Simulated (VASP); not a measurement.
Runs of VASP 6.6.1 on InP. The structure is that of space group F-43m (No. 216), or close to it. The cells are those of the table. 

```csv
level,cell,k mesh,gap on the mesh (eV),pressure (GPa)
PBE,"a = 4.172 Å, angles 60.0°, 2 atoms",6 × 6 × 6,(a),1.9
r2SCAN,"a = 4.177 Å, angles 60.0°, 2 atoms",6 × 6 × 6,1.03,-0.1
PBE,"a = 4.177 Å, angles 60.0°, 2 atoms",8 × 8 × 8,(b),1.6
PBE,"a = 4.214 Å, angles 60.0°, 2 atoms",6 × 6 × 6,0.43,-0.1
PBE,"a = 4.128 Å, angles 60.0°, 2 atoms",6 × 6 × 6,0.77,4.2
```

Alike in all rows: task single point; potentials or basis VASP PAW PBE potentials, release 64 (In_d, P); no spin polarisation; cutoff (eV) 520; smearing gaussian 0.01 eV.

Task: Estimate the missing entries.

Result: (a) 0.60; (b) 0.58.

Caveats: spin-orbit coupling is left out, which moves the levels of the heavy elements; the PAW data sets were made with another functional, which shifts forces and pressure a little (some runs).

A k mesh can miss the band edges, and the runs leave out spin-orbit coupling on In.
